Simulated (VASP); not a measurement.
Here is a VASP 6.6.1 calculation.

File INCAR:

```
SYSTEM = MgO
ALGO = Normal
EDIFF = 1E-6
ENCUT = 600
GGA = PE
GGA_COMPAT = .False.
ISIF = 2
ISMEAR = 0
IVDW = 12
LASPH = .True.
LCHARG = .True.
LELF = .True.
LREAL = .False.
LVHAR = .True.
LWAVE = .False.
NBANDS = 11
NELM = 120
PREC = Accurate
SIGMA = 0.02
```

KPOINTS

```
k-points
0
Gamma
  10 10 10
  0 0 0
```

File POSCAR:

```
MgO
1.0
    0.0000000000      2.1651408508      2.1651408508
    2.1651408508      0.0000000000      2.1651408508
    2.1651408508      2.1651408508      0.0000000000
Mg O
1 1
Direct
    0.0000000000      0.0000000000      0.0000000000
    0.5000000000      0.5000000000      0.5000000000
```

Potentials or basis: VASP PAW PBE potentials, release 64 (Mg, O).

Command:

```console
$ cat potpaw_PBE.64/Mg/POTCAR potpaw_PBE.64/O/POTCAR > POTCAR
$ mpirun -np 1 vasp_std > vasp.out
```

Q: What does it give for the pressure?

A: -12.5 GPa.

Q: What does it give for the band gap on the k mesh?

A: 3.96 eV, direct.

Q: Estimate the dispersion energy per atom.

A: -0.269 eV.
